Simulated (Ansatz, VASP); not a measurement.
## GaN: VASP beside Ansatz

```
Ga N
1.0
     3.15181    0.00000    0.00000
    -1.57590    2.72955    0.00000
     0.00000    0.00000    5.13841
Ga N
2 2
Direct
  0.33333 0.66667 0.99930
  0.66667 0.33333 0.49930
  0.33333 0.66667 0.37570
  0.66667 0.33333 0.87570
```

Alike in both runs: functional LDA; k mesh 12 × 12 × 6; occupations gaussian, width 0.02 eV; no spin polarisation.

Ansatz relaxed the structure, and its values are those at the end. VASP's run is a single point on that final structure, the one shown.

|  | VASP | Ansatz |
| --- | --- | --- |
| version | VASP 6.6.1 | Ansatz 0.2.0 |
| potentials or method | VASP PAW LDA potentials, release 64 (Ga_d, N_h), cutoff 910 eV | scalar-relativistic, plane waves, PAW |
| valence electrons in the cell | 36 | 36 |

|  | VASP | Ansatz | Ansatz less VASP |
| --- | --- | --- | --- |
| gap on the k mesh at the Fermi level (eV) | 2.15 | 2.13 | -0.018 |
| least direct gap on the mesh (eV) | 2.15 | 2.13 | -0.018 |

LDA's correlation is that of Perdew and Zunger in VASP and of Perdew and Wang (1992) in Ansatz.

Noted on VASP's run: the cutoff is short for stress, so the pressure is rough.
